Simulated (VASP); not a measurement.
# PC4 in VASP: notebook, part 2 of 2

VASP 6.6.1.

## (5) Single point, PBE

This run uses another cell than the first one, of the same volume but with other edges.

INCAR

```
SYSTEM = PC4
  PREC = Accurate
  ENCUT = 520
  EDIFF = 1E-6
  ISMEAR = 0
  SIGMA = 0.1
  LREAL = .False.
  LASPH = .True.
  NELM = 60
  ALGO = Normal
  ISIF = 2
  LWAVE = .False.
  LCHARG = .True.
  GGA = PE
  LELF = .True.
  LVHAR = .True.
  NBANDS = 18
```

KPOINTS

```
regular mesh
0
Gamma
  18 18 18
  0 0 0
```

POSCAR

```
PC4
1.0
    1.3507926321      0.7798804898      5.6183093875
   -1.3507926321      0.7798804898      5.6183093875
    0.0000000000     -1.5597609795      5.6183093875
P C
1 4
Direct
    0.0000000000      0.0000000000      0.0000000000
    0.2708968725      0.2708968725      0.2708968725
    0.8165557441      0.8165557441      0.8165557441
    0.1834442559      0.1834442559      0.1834442559
    0.7291031275      0.7291031275      0.7291031275
```

Potentials or basis: VASP PAW PBE potentials, release 64 (P, C).

On the command line:

```sh
cat potpaw_PBE.64/P/POTCAR potpaw_PBE.64/C/POTCAR > POTCAR
mpirun -np 1 vasp_std > vasp.out
```

OUTCAR:

```text
SYSTEM = PC4
   PREC = Accurate
   ENCUT = 520
   EDIFF = 1E-6
   ISMEAR = 0
   LREAL = .False.
   LASPH = .True.
   NELM = 60
   ISIF = 2
   GGA = PE

 ion  position               nearest neighbor table
   1  0.000  0.000  0.000-   5 1.88   2 1.88   5 1.88   5 1.88   2 1.88   2 1.88
   2  0.271  0.271  0.271-   4 1.47   1 1.88   1 1.88   1 1.88
   3  0.817  0.817  0.817-   5 1.47   4 1.66   4 1.66   4 1.66
   4  0.183  0.183  0.183-   2 1.47   3 1.66   3 1.66   3 1.66
   5  0.729  0.729  0.729-   3 1.47   1 1.88   1 1.88   1 1.88

  LATTYP: Found a trigonal (rhomboedric) cell.
 ALAT       =     5.8308022336
 COS(alpha) =     0.8926626821
[... 706 lines left out ...]
  -------------------------------------------------------------------------------------
  Total       -0.0883009     -0.0883009      0.0154022      0.0000000      0.0000000      0.0000000
  in kB       -3.9838413     -3.9838413      0.6948979      0.0000000      0.0000000      0.0000000
  external PRESSURE =      -2.4242615 kB  Pullay stress =       0.0000000 kB

 VOLUME and BASIS-vectors are now :
 -----------------------------------------------------------------------------
  energy-cutoff  :      520.00
  volume of cell :       35.51
      direct lattice vectors                 reciprocal lattice vectors
     1.350792632  0.779880490  5.618309388     0.370153041  0.213707958  0.059329829
    -1.350792632  0.779880490  5.618309388    -0.370153041  0.213707958  0.059329829
     0.000000000 -1.559760980  5.618309388     0.000000000 -0.427415915  0.059329829

 POSITION                                       TOTAL-FORCE (eV/Angst)
 -----------------------------------------------------------------------------------
      0.00000      0.00000      0.00000        -0.000000     -0.000000      0.000000
      0.00000      0.00000      4.56595         0.000000      0.000000      0.069817
      0.00000      0.00000     13.76299         0.000000      0.000000      0.030514
      0.00000      0.00000      3.09194         0.000000     -0.000000     -0.030514
      0.00000      0.00000     12.28898         0.000000     -0.000000     -0.069817
 -----------------------------------------------------------------------------------
    total drift:                                0.000000     -0.000000      0.000000

  FREE ENERGIE OF THE ION-ELECTRON SYSTEM (eV)
  ---------------------------------------------------
  free  energy   TOTEN  =       -38.6399756353 eV

  energy  without entropy=      -38.6350275913  energy(sigma->0) =      -38.63750161
```

OSZICAR:

```text
N       E                     dE             d eps       ncg     rms          rms(c)
DAV:   1     0.433779383984E+02    0.43378E+02   -0.10573E+04 20896   0.106E+03
DAV:   2    -0.376914684364E+02   -0.81069E+02   -0.78428E+02 27668   0.203E+02
DAV:   3    -0.404162424631E+02   -0.27248E+01   -0.26993E+01 27978   0.340E+01
DAV:   4    -0.404342225596E+02   -0.17980E-01   -0.17957E-01 28668   0.302E+00
DAV:   5    -0.404344049390E+02   -0.18238E-03   -0.18229E-03 28136   0.280E-01    0.131E+01
DAV:   6    -0.388673016657E+02    0.15671E+01   -0.29557E+00 24944   0.987E+00    0.714E+00
DAV:   7    -0.386501983744E+02    0.21710E+00   -0.67184E-01 28816   0.507E+00    0.205E+00
DAV:   8    -0.386387545159E+02    0.11444E-01   -0.35846E-02 25564   0.122E+00    0.729E-01
DAV:   9    -0.386398547416E+02   -0.11002E-02   -0.45811E-03 26402   0.499E-01    0.172E-01
DAV:  10    -0.386399539866E+02   -0.99245E-04   -0.41920E-04 27014   0.138E-01    0.358E-02
DAV:  11    -0.386399706280E+02   -0.16641E-04   -0.38468E-05 27158   0.458E-02    0.125E-02
DAV:  12    -0.386399753069E+02   -0.46789E-05   -0.72020E-06 24534   0.208E-02    0.381E-03
DAV:  13    -0.386399756353E+02   -0.32835E-06   -0.77465E-07 17062   0.703E-03
   1 F= -.38639976E+02 E0= -.38637502E+02  d E =-.494804E-02
```

Run time: 17 min. Hardware: 1 thread of Intel Xeon Platinum 8488C (Sapphire Rapids), shared host; peak memory 0.53 GiB.

Results:

```yaml
Free_energy: -38.6400 eV
Pressure: -0.2 GPa
Largest_force: 0.070 eV/Å
Band_gap_on_the_k_mesh: zero (an odd number of electrons rules out a gap without spin polarisation)
```

Forces in eV/Å, atoms in the order of the input:
```
P    0.000  0.000  0.000
C    0.000  0.000  0.070
C    0.000  0.000  0.031
C    0.000  0.000 -0.031
C    0.000  0.000 -0.070
```

Stress tensor (GPa, compression positive):
```
-0.40  0.00  0.00
 0.00 -0.40  0.00
 0.00  0.00  0.07
```

Levels at points of the mesh, in eV from the Fermi level:
| k point | band 8 | band 9 | band 10 | band 11 | band 12 | band 13 | band 14 | band 15 |
| --- | --- | --- | --- | --- | --- | --- | --- | --- |
| (0.00, 0.00, 0.00) | -0.37 | -0.37 | 0.95 | 0.95 | 4.81 | 4.81 | 5.22 | 6.86 |
| (0.50, 0.00, 0.00) | -4.85 | -4.22 | -2.98 | 0.89 | 2.50 | 3.91 | 4.54 | 7.26 |
| (0.50, 0.50, 0.00) | -5.87 | -5.03 | -2.98 | -0.65 | 2.24 | 5.29 | 6.76 | 7.82 |
| (0.50, 0.50, 0.50) | -0.52 | -0.52 | 0.90 | 0.90 | 5.19 | 5.80 | 5.80 | 6.49 |

## (6) The runs side by side

```csv
task,cell,k mesh,cutoff (eV),gap on the mesh (eV),pressure (GPa),largest force (eV/Å)
single point,"a = 2.704, b = 2.704, c = 5.836 Å, angles 76.3, 76.3, 60.1°, 5 atoms, atomic positions A",6 × 6 × 2,520,none,-0.3,0.08
single point,"a = 5.837 Å, angles 26.8°, 5 atoms, atomic positions B",6 × 6 × 6,520,none,-0.4,0.10
relaxation of cell and atoms,"relaxed from a = 5.827 Å, angles 26.8°, 5 atoms, atomic positions B",6 × 6 × 6,600,none,-0.4,0.03
single point,"a = 5.831 Å, angles 26.8°, 5 atoms, atomic positions B",18 × 18 × 18,520,none,-0.2,0.07
```

Alike in all rows: level PBE; potentials or basis VASP PAW PBE potentials, release 64 (P, C); no spin polarisation; smearing gaussian 0.1 eV.

Caveats: some runs use coarse meshes.

Total energies depend on the potentials used, so only differences within one code and one set of settings carry meaning.
